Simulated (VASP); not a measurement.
Here is a VASP 6.6.1 calculation.

INCAR

```
PREC = Accurate
ENCUT = 520
EDIFF = 1E-7
ISMEAR = 0
SIGMA = 0.15
LREAL = F
LASPH = T
NELM = 100
ALGO = Fast
ISIF = 2
LWAVE = F
LCHARG = F
GGA = PS
NBANDS = 21
```

KPOINTS

```
Automatic mesh
0
Gamma
  20 20 12
```

POSCAR

```
Sn
1.0
   -1.8723950223      1.8723950223      1.8723950223
    1.8723950223     -1.8723950223      1.8723950223
    3.7447900446      3.7447900446      0.0000000000
Sn
2
Direct
    0.1068150671      0.1068150671      0.0000000000
    0.3931849329      0.3931849329      0.5000000000
```

Potentials or basis: VASP PAW PBE potentials, release 64 (Sn_d).

Command:

```console
$ cat potpaw_PBE.64/Sn_d/POTCAR > POTCAR
$ mpirun -np 1 vasp_std > vasp.out
```

Predict the largest force.

0.434 eV/Å.

Estimate the band gap on the k mesh.

zero (band 14 reaches 13.00 eV, above the bottom of band 15 at 6.26 eV).

Predict the pressure.

2.2 GPa.

Forces in eV/Å, atoms in the order of the input:
```
Sn   0.000  0.000 -0.434
Sn   0.000  0.000  0.434
```

Caveat: the cell differs from its parent crystal (mode 5 (36.0 1/cm) frozen in, largest displacement -0.400 Å); the PAW data sets were made with another functional, which shifts forces and pressure a little; spin-orbit coupling is left out, which moves the levels of the heavy elements.
